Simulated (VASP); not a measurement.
Ta5O: single point with PBEsol

Ta5O, a slab with vacuum:

```
Ta O
1.0
     3.28052    0.00000    0.00000
     0.00000    3.28052    0.00000
     0.00000    0.00000   25.56104
Ta O
5 1
Direct
  0.50000 0.50000 0.33254
  0.00000 0.00000 0.39671
  0.50000 0.50000 0.46114
  0.00000 0.00000 0.52634
  0.50000 0.50000 0.58151
  0.50000 0.00000 0.62248
```

```json
{"Program": "VASP 6.6.1", "Task": "single point", "Functional": "PBEsol", "Potentials or basis": "VASP PAW PBE potentials, release 64 (Ta_pv, O)", "Cutoff": "520 eV", "k mesh": "9 × 9 × 1", "Occupations": "gaussian, width 0.1 eV", "Spin": "no spin polarisation"}
```

```
Largest force : 2.637 eV/Å
```

Forces in eV/Å, atoms in the order of the input:
```
Ta   0.000  0.000  1.326
Ta   0.000  0.000 -1.176
Ta   0.000  0.000  0.035
Ta   0.000  0.000 -2.637
Ta   0.000  0.000  2.338
O    0.000  0.000  0.114
```

Levels at points of the mesh, in eV from the Fermi level:
```tsv
k point	band 27	band 28	band 29	band 30	band 31	band 32	band 33	band 34	band 35	band 36
(0.00, 0.00, 0.00)	-0.16	-0.04	0.21	0.43	0.43	0.54	0.70	1.19	1.21	1.79
```

It took 5.2 min on 1 thread of Intel(R) Xeon(R) 6975P-C (Granite Rapids), with other jobs on the host, peak memory 0.45 GiB.

Caveat: the PAW data sets were made with another functional, which shifts forces and pressure a little; spin-orbit coupling is left out, which moves the levels of the heavy elements; an odd number of electrons without spin polarisation forces a metal; a magnetic or distorted state may lie lower.
